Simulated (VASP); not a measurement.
Input of a VASP 6.6.1 run:

INCAR

```
SYSTEM = K
PREC     = Accurate       ! precision mode
ENCUT    = 600            ! plane-wave cutoff, eV
EDIFF    = 1E-6           ! SCF threshold, eV
ISMEAR   = -1             ! smearing method
SIGMA    = 0.05           ! smearing width, eV
LREAL    = .False.        ! projectors in reciprocal space
LASPH    = .True.         ! aspherical terms in the spheres
NELM     = 80             ! most SCF steps
ALGO     = Normal         ! electronic algorithm
ISIF     = 8              ! what is computed and relaxed
LWAVE    = .False.        ! write WAVECAR
LCHARG   = .False.        ! write CHGCAR
GGA      = PS             ! functional
IBRION   = 2              ! ionic algorithm
NSW      = 80             ! ionic steps
EDIFFG   = -0.01          ! ionic threshold
```

The input KPOINTS:

```
regular mesh
0
Gamma
  6 6 6
  0 0 0
```

The input POSCAR:

```
K
1.0
   -2.6125000000      2.6125000000      2.6125000000
    2.6125000000     -2.6125000000      2.6125000000
    2.6125000000      2.6125000000     -2.6125000000
K
1
Direct
    0.0000000000      0.0000000000      0.0000000000
```

Potentials or basis: VASP PAW PBE potentials, release 64 (K_sv).

Run with:

```bash
$ cat potpaw_PBE.64/K_sv/POTCAR > POTCAR
$ mpirun -np 1 vasp_std > vasp.out
```

Question: What does it give for the band gap on the k mesh?

Answer: Zero (an odd number of electrons rules out a gap without spin polarisation).

Final structure:
```
K
1.0
    -2.61250    2.61250    2.61250
     2.61250   -2.61250    2.61250
     2.61250    2.61250   -2.61250
K
1
Cartesian
  0.0000 0.0000 0.0000
```

Caveat: the relaxation stopped at its first step, so nothing moved.
